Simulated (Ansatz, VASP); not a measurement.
One calculation of P, two programs

```
P
1.0
    -4.88400    0.00000    0.00000
     0.00000    0.00000    4.88400
     0.00000    4.88400    0.00000
P
8
Direct
  0.50000 0.00000 0.00000
  0.50000 0.50000 0.00000
  0.50000 0.00000 0.50000
  0.50000 0.50000 0.50000
  0.00000 0.00000 0.00000
  0.00000 0.50000 0.00000
  0.00000 0.00000 0.50000
  0.00000 0.50000 0.50000
```

Alike in both runs: functional PBE; k mesh 6 × 6 × 6; occupations gaussian, width 0.1 eV; no spin polarisation.

Ansatz relaxed the structure, and its values are those at the end. VASP's run is a single point on that final structure, the one shown.

|  | VASP | Ansatz |
| --- | --- | --- |
| version | VASP 6.6.1 | Ansatz 0.2.0 |
| potentials or method | VASP PAW PBE potentials, release 64 (P), cutoff 520 eV | scalar-relativistic, plane waves, PAW |
| valence electrons in the cell | 40 | 40 |

Ansatz gave:

```
gap on the k mesh at the Fermi level (eV) : none
pressure (GPa)                            : 0.0
```

Which values does VASP return?

gap on the k mesh at the Fermi level (eV): none; pressure (GPa): -0.3.

A gap of «none» marks a metal or a gap that the smearing closes.
